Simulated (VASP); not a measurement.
# Ba2CBrO6 (Fm-3m) in VASP: further runs

The runs below take Ba2CBrO6 through single point, with r2SCAN.

Everything below comes from runs of VASP 6.6.1. Logs are shortened: lines on timing, memory, paths and dates and some standing lists are left out, and cuts for length are marked.

### Step 1. The cell of the first run

It takes space group Fm-3m (No. 225, cubic). Conventional cell: a = 8.170 Å, b = 8.170 Å, c = 8.170 Å, α = 90.00°, β = 90.00°, γ = 90.00°. Br (site symmetry m-3m) has 6 O at 2.16 Å within 2.9 Å. Within 2.5 Å of O (site symmetry 4mm) lie 1 C at 1.92 Å and 1 Br at 2.16 Å. Within 2.5 Å of C (site symmetry m-3m) lie 6 O at 1.92 Å. Ba (site symmetry -43m) has 12 O at 2.89 Å and 4 Br at 3.54 Å and 4 C at 3.54 Å within 3.8 Å.

### Step 2. Single point, r2SCAN

File POSCAR:

```
Ba2CBrO6
1.0
    0.0000000000      4.0848820000      4.0848820000
    4.0848820000      0.0000000000      4.0848820000
    4.0848820000      4.0848820000      0.0000000000
Br O C Ba
1 6 1 2
Direct
    0.5000000000      0.5000000000      0.5000000000
    0.7650000000      0.2350000000      0.2350000000
    0.2350000000      0.7650000000      0.2350000000
    0.2350000000      0.7650000000      0.7650000000
    0.7650000000      0.2350000000      0.7650000000
    0.2350000000      0.2350000000      0.7650000000
    0.7650000000      0.7650000000      0.2350000000
    0.0000000000      0.0000000000      0.0000000000
    0.2500000000      0.2500000000      0.2500000000
    0.7500000000      0.7500000000      0.7500000000
```

File INCAR.step1:

```
PREC     = Accurate       # precision mode
ENCUT    = 910            # plane-wave cutoff, eV
ISMEAR   = -1             # smearing method
SIGMA    = 0.1            # smearing width, eV
LREAL    = False          # projectors in reciprocal space
LASPH    = True           # aspherical terms in the spheres
NELM     = 120            # most SCF steps
NBANDS   = 44             # bands
GGA      = PE             # functional
ALGO     = Normal         # electronic algorithm
EDIFF    = 1E-5           # SCF threshold, eV
LWAVE    = True           # write WAVECAR
LCHARG   = False          # write CHGCAR
GGA_COMPAT= False
```

File INCAR.step2:

```
PREC     = Accurate       # precision mode
ENCUT    = 910            # plane-wave cutoff, eV
EDIFF    = 1E-6           # SCF threshold, eV
ISMEAR   = -1             # smearing method
SIGMA    = 0.1            # smearing width, eV
LREAL    = False          # projectors in reciprocal space
LASPH    = True           # aspherical terms in the spheres
NELM     = 120            # most SCF steps
ALGO     = Normal         # electronic algorithm
ISIF     = 2              # what is computed and relaxed
LWAVE    = False          # write WAVECAR
LCHARG   = False          # write CHGCAR
METAGGA  = R2SCAN         # meta-GGA
LMIXTAU  = True         
NBANDS   = 44             # bands
ISTART   = 1            
GGA_COMPAT= False
```

File KPOINTS:

```
Automatic mesh
0
Gamma
  4 4 4
```

Potentials or basis: VASP PAW PBE potentials, release 64 (Br, O_h, C_h, Ba_sv).

On the command line:

```console
> cat potpaw_PBE.64/Br/POTCAR potpaw_PBE.64/O_h/POTCAR potpaw_PBE.64/C_h/POTCAR potpaw_PBE.64/Ba_sv/POTCAR > POTCAR
> cp INCAR.step1 INCAR
> mpirun -np 1 vasp_std > vasp.out
> cp INCAR.step2 INCAR
> mpirun -np 1 vasp_std > vasp.out
```

OUTCAR:

```text
PREC = Accurate
   ENCUT = 910
   EDIFF = 1E-6
   ISMEAR = -1
   LREAL = False
   LASPH = True
   NELM = 120
   ISIF = 2
   METAGGA = R2SCAN
   ISTART = 1

 ion  position               nearest neighbor table
   1  0.500  0.500  0.500-   9 3.54   9 3.54   9 3.54   9 3.54  10 3.54  10 3.54  10 3.54  10 3.54

   2  0.765  0.235  0.235-  10 2.89  10 2.89   9 2.89   9 2.89
   3  0.235  0.765  0.235-  10 2.89  10 2.89   9 2.89   9 2.89
   4  0.235  0.765  0.765-  10 2.89  10 2.89   9 2.89   9 2.89
   5  0.765  0.235  0.765-  10 2.89  10 2.89   9 2.89   9 2.89
   6  0.235  0.235  0.765-  10 2.89  10 2.89   9 2.89   9 2.89
   7  0.765  0.765  0.235-  10 2.89  10 2.89   9 2.89   9 2.89
   8  0.000  0.000  0.000-
   9  0.250  0.250  0.250-   2 2.89   5 2.89   7 2.89   3 2.89   4 2.89   7 2.89   4 2.89   5 2.89
                             6 2.89   2 2.89   3 2.89   6 2.89   1 3.54   1 3.54   1 3.54   1 3.54
  10  0.750  0.750  0.750-   4 2.89   5 2.89   7 2.89   2 2.89   3 2.89   7 2.89   2 2.89   5 2.89
                             6 2.89   3 2.89   4 2.89   6 2.89   1 3.54   1 3.54   1 3.54   1 3.54

  LATTYP: Found a face centered cubic cell.
 ALAT       =     8.1697640000

  Lattice vectors:

 A1 = (   0.0000000000,   4.0848820000,   4.0848820000)
 A2 = (   4.0848820000,   0.0000000000,   4.0848820000)
 A3 = (   4.0848820000,   4.0848820000,   0.0000000000)

Analysis of symmetry for initial positions (statically):
=====================================================================
 Subroutine PRICEL returns:
 Original cell was already a primitive cell.

 Routine SETGRP: Setting up the symmetry group for a
 face centered cubic supercell.

 Subroutine GETGRP returns: Found 48 space group operations
 (whereof 48 operations were pure point group operations)
 out of a pool of 48 trial point group operations.

The static configuration has the point symmetry O_h .

Analysis of symmetry for dynamics (positions and initial velocities):
=====================================================================
 Subroutine PRICEL returns:
 Original cell was already a primitive cell.

 Routine SETGRP: Setting up the symmetry group for a
 face centered cubic supercell.

 Subroutine GETGRP returns: Found 48 space group operations
 (whereof 48 operations were pure point group operations)
 out of a pool of 48 trial point group operations.

The dynamic configuration has the point symmetry O_h .

 Subroutine INISYM returns: Found 48 space group operations
 (whereof 48 operations are pure point group operations),
 and found     1 'primitive' translations

----------------------------------------------------------------------------------------

                                     Primitive cell

  volume of cell :     136.3228

  direct lattice vectors                    reciprocal lattice vectors
     0.000000000  4.084882000  4.084882000    -0.122402557  0.122402557  0.122402557
     4.084882000  0.000000000  4.084882000     0.122402557 -0.122402557  0.122402557
     4.084882000  4.084882000  0.000000000     0.122402557  0.122402557 -0.122402557

  length of vectors
     5.776895525  5.776895525  5.776895525     0.212007447  0.212007447  0.212007447

  position of ions in fractional coordinates (direct lattice)
     0.500000000  0.500000000  0.500000000
     0.765000000  0.235000000  0.235000000
     0.235000000  0.765000000  0.235000000
     0.235000000  0.765000000  0.765000000
     0.765000000  0.235000000  0.765000000
     0.235000000  0.235000000  0.765000000
     0.765000000  0.765000000  0.235000000
     0.000000000  0.000000000  0.000000000
     0.250000000  0.250000000  0.250000000
     0.750000000  0.750000000  0.750000000

  ion indices of the primitive-cell ions
   primitive index   ion index
                 1           1
                 2           2
                 3           3
                 4           4
                 5           5
                 6           6
                 7           7
                 8           8
                 9           9
                10          10

----------------------------------------------------------------------------------------

 KPOINTS: Automatic mesh

Automatic generation of k-mesh.
 Grid dimensions read from file:
 generate k-points for:    4    4    4

 Generating k-lattice:

  Cartesian coordinates                     Fractional coordinates (reciprocal lattice)
    -0.030600639  0.030600639  0.030600639     0.250000000  0.000000000  0.000000000
     0.030600639 -0.030600639  0.030600639     0.000000000  0.250000000  0.000000000
     0.030600639  0.030600639 -0.030600639     0.000000000  0.000000000  0.250000000

  Length of vectors
     0.053001862  0.053001862  0.053001862

  Shift w.r.t. Gamma in fractional coordinates (k-lattice)
     0.000000000  0.000000000  0.000000000

 Subroutine IBZKPT returns following result:
 ===========================================

 Found      8 irreducible k-points:

 Following reciprocal coordinates:
            Coordinates               Weight
  0.000000  0.000000  0.000000      1.000000
  0.250000  0.000000  0.000000      8.000000
  0.500000  0.000000  0.000000      4.000000
  0.250000  0.250000  0.000000      6.000000
  0.500000  0.250000  0.000000     24.000000
 -0.250000  0.250000  0.000000     12.000000
  0.500000  0.500000  0.000000      3.000000
 -0.250000  0.500000  0.250000      6.000000
   k-points           NKPTS =      8   k-points in BZ     NKDIM =      8   number of bands    NBANDS=     44
   number of dos      NEDOS =    301   number of ions     NIONS =     10
   total plane-waves  NPLWV = 216000
   dimension x,y,z NGX =    60 NGY =   60 NGZ =   60
   dimension x,y,z NGXF=   120 NGYF=  120 NGZF=  120
   ions per type =               1   6   1   2
   NGX,Y,Z   is equivalent  to a cutoff of  17.27, 17.27, 17.27 a.u.
   NGXF,Y,Z  is equivalent  to a cutoff of  34.53, 34.53, 34.53 a.u.
 SYSTEM =  unknown system
   PREC   = accura    normal or accurate (medium, high low for compatibility)
   ISTART =      1    job   : 0-new  1-cont  2-samecut
   ICHARG =      0    charge: 1-file 2-atom 10-const
   ISPIN  =      1    spin polarized calculation?
   LNONCOLLINEAR =      F non collinear calculations
   LSORBIT =      F    spin-orbit coupling
   LASPH  =      T    aspherical Exc in radial PAW
   ENCUT  =  910.0 eV  66.88 Ry    8.18 a.u.  14.21 14.21 14.21*2*pi/ulx,y,z
   NELM   =    120;   NELMIN=  2; NELMDL=  0     # of ELM steps
   EDIFF  = 0.1E-05   stopping-criterion for ELM
   LREAL  =      F    real-space projection
   EDIFFG = 0.1E-04   stopping-criterion for IOM
   NSW    =      0    number of steps for IOM
   IBRION =     -1    ionic relax: 0-MD 1-quasi-New 2-CG
   NFREE  =      0    steps in history (QN), initial steepest desc. (CG)
   ISIF   =      2    stress and relaxation
   ISYM   =      2    0-nonsym 1-usesym 2-fastsym
   POTIM  = 0.5000    time-step for ionic-motion
   TEBEG  =    0.0;   TEEND  =   0.0 temperature during run
   PSTRESS=    0.0 pullay stress
   NELECT =      67.0000    total number of electrons
   NUPDOWN=      -1.0000    fix difference up-down
   EMIN   =  10.00;   EMAX   =-10.00  energy-range for DOS
   EFERMI =   0.00;   METHOD = LEGACY
   ISMEAR =    -1;   SIGMA  =   0.10  broadening in eV -4-tet -1-fermi 0-gaus
   EFERMI_NEDOS =   21; number of points for ismear=-14 and -15
   IALGO  =     38    algorithm
   IMIX   =      4    mixing-type and parameters
     AMIX     =   0.40;   BMIX     =  1.00
     AMIX_MAG =   1.60;   BMIX_MAG =  1.00
  volume/ion in A,a.u.               =      13.63        92.00
  Fermi-wavevector in a.u.,A,eV,Ry     =   1.291944  2.441420 22.709736  1.669118
  Thomas-Fermi vector in A             =   2.423682
   LORBIT       =      0    0 simple, 1 ext, 2 COOP (PROOUT), +10 PAW based schemes
   METAGGA = R2SCAN    functional components
   LHFCALC =     F    Hartree Fock is set to
   AEXX    =    0.0000 exact exchange contribution
   IVDW    =     0    specifies the selected vdW correction
   LEPSILON=     F    determine dielectric tensor
   LRPA    =     F    only Hartree local field effects (RPA)
 non-spin polarized calculation
  energy-cutoff  :      910.00
  volume of cell :      136.32
 maximum number of plane-waves:      8516
 NGX is ok and might be reduce to    60
   NGX = 29   NGY = 29   NGZ = 29

 number of electron      66.9999997 magnetization

 Free energy of the ion-electron system (eV)
  ---------------------------------------------------
  ext. energy  EPLUGINS =         0.00000000
  ---------------------------------------------------
  free energy    TOTEN  =      -118.43017302 eV

  energy without entropy =     -118.31256602  energy(sigma->0) =     -118.37136952

 E-fermi :   2.5439     XC(G=0): -11.3433

 val. band max:        2.5207440957   @ k =   0.0000   0.0000   0.0000
 cond. band min:       2.6411413928   @ k =  -0.2500   0.2500   0.0000
 fundamental gap:      0.1203972972
 Fermi energy:         2.5438549916

 k-point     1 :       0.0000    0.0000    0.0000
  band No.  band energies     occupation
      1     -23.0005      2.00000
      2     -22.7766      2.00000
      3     -17.3767      2.00000
      4     -15.1218      2.00000
      5     -15.1218      2.00000
      6     -15.1218      2.00000
[... 36 lines left out ...]
     43      10.5618      0.00000
     44      10.5618      0.00000

 k-point     2 :       0.2500    0.0000    0.0000
  band No.  band energies     occupation
      1     -22.9576      2.00000
      2     -22.8000      2.00000
      3     -17.3081      2.00000
      4     -15.6883      2.00000
      5     -15.0444      2.00000
      6     -15.0444      2.00000
[... 274 lines left out ...]
 k-point     8 :      -0.2500    0.5000    0.2500
  band No.  band energies     occupation
      1     -22.8612      2.00000
      2     -22.8612      2.00000
      3     -17.1726      2.00000
      4     -16.1264      2.00000
      5     -15.1521      2.00000
      6     -15.1521      2.00000
[... 36 lines left out ...]
     43      11.5960      0.00000
     44      11.6378      0.00000

------------------------ aborting loop because EDIFF is reached ----------------------------------------

  FORCE on cell =-STRESS in cart. coord.  units (eV):
  Direction    XX          YY          ZZ          XY          YZ          ZX
  --------------------------------------------------------------------------------------
  -------------------------------------------------------------------------------------
  Total       -7.6491701     -7.6491701     -7.6491701     -0.0000000     -0.0000000      0.0000000
  in kB      -89.8993097    -89.8993097    -89.8993097     -0.0000000     -0.0000000      0.0000000
  external PRESSURE =     -89.8993097 kB  Pullay stress =       0.0000000 kB

 VOLUME and BASIS-vectors are now :
 -----------------------------------------------------------------------------
  energy-cutoff  :      910.00
  volume of cell :      136.32
      direct lattice vectors                 reciprocal lattice vectors
     0.000000000  4.084882000  4.084882000    -0.122402557  0.122402557  0.122402557
     4.084882000  0.000000000  4.084882000     0.122402557 -0.122402557  0.122402557
     4.084882000  4.084882000  0.000000000     0.122402557  0.122402557 -0.122402557

 POSITION                                       TOTAL-FORCE (eV/Angst)
 -----------------------------------------------------------------------------------
      4.08488      4.08488      4.08488         0.000000     -0.000000     -0.000000
      1.91989      4.08488      4.08488        -0.412156     -0.000000     -0.000000
      4.08488      1.91989      4.08488         0.000000     -0.412156     -0.000000
      6.24987      4.08488      4.08488         0.412156     -0.000000     -0.000000
      4.08488      6.24987      4.08488         0.000000      0.412156     -0.000000
      4.08488      4.08488      1.91989         0.000000     -0.000000     -0.412156
      4.08488      4.08488      6.24987         0.000000     -0.000000      0.412156
      0.00000      0.00000      0.00000         0.000000     -0.000000     -0.000000
      2.04244      2.04244      2.04244         0.000000     -0.000000     -0.000000
      6.12732      6.12732      6.12732         0.000000     -0.000000     -0.000000
 -----------------------------------------------------------------------------------
    total drift:                               -0.000000     -0.000000     -0.000000

  FREE ENERGIE OF THE ION-ELECTRON SYSTEM (eV)
  ---------------------------------------------------
  free  energy   TOTEN  =      -118.4301730157 eV

  energy  without entropy=     -118.3125660239  energy(sigma->0) =     -118.37136952
```

It took 9.1 min on 1 thread of Intel Xeon Platinum 8375C at 2.90GHz (Ice Lake), shared host; peak memory 0.62 GiB.

Results:

```
Free energy            : -118.4302 eV
Pressure               : -9.0 GPa
Largest force          : 0.412 eV/Å
Band gap on the k mesh : zero (an odd number of electrons rules out a gap without spin polarisation)
```

Forces on the atoms (eV/Å):
```
Br   0.000  0.000  0.000
O   -0.412  0.000  0.000
O    0.000 -0.412  0.000
O    0.412  0.000  0.000
O    0.000  0.412  0.000
O    0.000  0.000 -0.412
O    0.000  0.000  0.412
C    0.000  0.000  0.000
Ba   0.000  0.000  0.000
Ba   0.000  0.000  0.000
```

Caveat: the cutoff is under 1.25 times the usual one of these potentials, so pressure, stress and relaxed cells hold a basis-set (Pulay) error; the cell stands under tension; the PAW data sets were made with another functional, which shifts forces and pressure a little; spin-orbit coupling is left out, which moves the levels of the heavy elements; an odd number of electrons without spin polarisation forces a metal; a magnetic or distorted state may lie lower.

### Step 3. Single point, r2SCAN

POSCAR is that of step 2.

File INCAR.step1:

```
SYSTEM = Ba2CBrO6
PREC = Accurate
ENCUT = 910
ISMEAR = -1
SIGMA = 0.1
LREAL = .False.
LASPH = .True.
NELM = 120
NBANDS = 44
GGA = PE
ALGO = Normal
EDIFF = 1E-5
LWAVE = .True.
LCHARG = .False.
GGA_COMPAT = .False.
```

File INCAR.step2:

```
SYSTEM = Ba2CBrO6
PREC = Accurate
ENCUT = 910
EDIFF = 1E-6
ISMEAR = -1
SIGMA = 0.1
LREAL = .False.
LASPH = .True.
NELM = 120
ALGO = Normal
ISIF = 2
LWAVE = .False.
LCHARG = .True.
METAGGA = R2SCAN
LMIXTAU = .True.
LELF = .True.
LVHAR = .True.
NBANDS = 44
ISTART = 1
GGA_COMPAT = .False.
```

File KPOINTS:

```
Automatic mesh
0
Gamma
  4 4 4
  0 0 0
```

Potentials or basis: VASP PAW PBE potentials, release 64 (Br, O_h, C_h, Ba_sv).

On the command line:

```console
> cat potpaw_PBE.64/Br/POTCAR potpaw_PBE.64/O_h/POTCAR potpaw_PBE.64/C_h/POTCAR potpaw_PBE.64/Ba_sv/POTCAR > POTCAR
> cp INCAR.step1 INCAR
> mpirun -np 1 vasp_std > vasp.out
> cp INCAR.step2 INCAR
> mpirun -np 1 vasp_std > vasp.out
```

Run time: 10 min. Hardware: 1 thread of Intel Xeon Platinum 8375C at 2.90GHz (Ice Lake), shared host; peak memory 0.62 GiB.

Results (log left out):

* Free energy: -118.4302 eV
* Pressure: -9.0 GPa
* Largest force: 0.412 eV/Å
* Band gap on the k mesh: zero (an odd number of electrons rules out a gap without spin polarisation)

Forces on the atoms (eV/Å):
```
Br   0.000  0.000  0.000
O   -0.412  0.000  0.000
O    0.000 -0.412  0.000
O    0.412  0.000  0.000
O    0.000  0.412  0.000
O    0.000  0.000 -0.412
O    0.000  0.000  0.412
C    0.000  0.000  0.000
Ba   0.000  0.000  0.000
Ba   0.000  0.000  0.000
```

Levels at points of the mesh, in eV from the Fermi level:
```
           k point  band 31  band 32  band 33  band 34  band 35  band 36
(0.00, 0.00, 0.00)    -0.15    -0.15    -0.15    -0.02    -0.02    -0.02
(0.50, 0.00, 0.00)    -0.65    -0.54    -0.50    -0.50     2.85     2.85
(0.50, 0.50, 0.00)    -1.16    -0.32    -0.22     1.01     1.01     1.48
```

Caveat: the cutoff is under 1.25 times the usual one of these potentials, so pressure, stress and relaxed cells hold a basis-set (Pulay) error; the cell stands under tension; the PAW data sets were made with another functional, which shifts forces and pressure a little; spin-orbit coupling is left out, which moves the levels of the heavy elements; an odd number of electrons without spin polarisation forces a metal; a magnetic or distorted state may lie lower.
